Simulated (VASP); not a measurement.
Set up this calculation in VASP 6.6.1, as the native input.

| Quantity | Value |
| --- | --- |
| Task | single point |
| Functional | LDA |
| Potentials or basis | VASP PAW LDA potentials, release 64 (Ta_sv_GW) |
| Cutoff | 400 eV |
| k mesh | 10 × 10 × 1 |
| Occupations | fermi-dirac, width 0.05 eV |
| Spin | no spin polarisation |
| Dipole correction | no |
| Further INCAR settings | ALGO = Normal; EDIFF = 1e-06; NBANDS = 40; NELMDL = -8 |

The structure of Ta lies in POSCAR:

```
Ta
1.0
    4.6002256691      0.0000000000      0.0000000000
   -2.3001128346      3.9839122926      0.0000000000
    0.0000000000      0.0000000000     19.7561000000
Ta
5
Direct
    0.8333333333      0.1666666667      0.4169545150
    0.1666666667      0.8333333333      0.4556693267
    0.5000000000      0.5000000000      0.4999999459
    0.8333333333      0.1666666667      0.5443306958
    0.1666666667      0.8333333333      0.5830455166
```

The input as run:

INCAR

```
PREC = Accurate ; ENCUT = 400
EDIFF = 1E-6 ; ISMEAR = -1
SIGMA = 0.05 ; LREAL = F
LASPH = T ; NELM = 120
ALGO = Normal ; ISIF = 2
LWAVE = F ; LCHARG = F
NBANDS = 40 ; GGA_COMPAT = F
NELMDL = -8
```

KPOINTS

```
Automatic mesh
0
Gamma
  10 10 1
```

Potentials or basis: VASP PAW LDA potentials, release 64 (Ta_sv_GW).

Command:

```sh
$ cat potpaw_LDA.64/Ta_sv_GW/POTCAR > POTCAR
$ mpirun -np 1 vasp_std > vasp.out
```

It gave:

| Item | Value |
| --- | --- |
| Largest force | 0.052 eV/Å |
| Band gap on the k mesh | zero (an odd number of electrons rules out a gap without spin polarisation) |

Caveat: there is no dipole correction, which matters where the two faces differ; spin-orbit coupling is left out, which moves the levels of the heavy elements.

It took 3.6 min on 1 thread of Intel(R) Xeon(R) 6975P-C (Granite Rapids) (shared host), peak memory 0.33 GiB.
